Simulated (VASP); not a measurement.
Wanted: the native input for a VASP 6.6.1 run.

- Task: single point
- Functional: LDA
- Potentials or basis: VASP PAW LDA potentials, release 64 (Si)
- Cutoff: 520 eV
- k mesh: 14 × 14 × 14
- Occupations: gaussian, width 0.15 eV
- Spin: no spin polarisation
- Dipole correction: no
- Further INCAR settings: ALGO = Normal; EDIFF = 1e-06; NBANDS = 16

The structure of Si lies in POSCAR:

```
Si
1.0
    0.0573573666      2.6473542551      4.5885893296
    2.4893660988      0.0000000000      4.6189894388
    2.4320087322      2.6473542551      0.0304001092
Si
4
Direct
    0.7297169282      0.2702830718      0.7297169282
    0.2702830718      0.7297169282      0.2702830718
    0.7744251954      0.7744251954      0.2255748046
    0.2255748046      0.2255748046      0.7744251954
```

This cell differs from its parent crystal: strain +0.0250 x Voigt [0, 0, 0, 0, 1, 0].

One way to write it, as run:

INCAR

```
SYSTEM = Si
PREC = Accurate ; ENCUT = 520
EDIFF = 1E-6 ; ISMEAR = 0
SIGMA = 0.15 ; LREAL = .False.
LASPH = .True. ; NELM = 100
ALGO = Normal ; ISIF = 2
LWAVE = .False. ; LCHARG = .False.
GGA = CA ; NBANDS = 16
```

KPOINTS

```
regular mesh
0
Gamma
  14 14 14
  0 0 0
```

Potentials or basis: VASP PAW LDA potentials, release 64 (Si).

Run with:

```sh
$ cat potpaw_LDA.64/Si/POTCAR > POTCAR
$ mpirun -np 1 vasp_std > vasp.out
```

Results of the run:

The pressure is 0.1 GPa and the largest force is 0.016 eV/Å. The band gap on the k mesh is zero (bands 8 and 9 overlap by 3.92 eV).

Caveat: the cell differs from its parent crystal (strain +0.0250 x Voigt [0, 0, 0, 0, 1, 0]).

It took 9.1 min on 1 thread of Intel(R) Xeon(R) Platinum 8488C (Sapphire Rapids), on a shared host, peak memory 0.55 GiB.
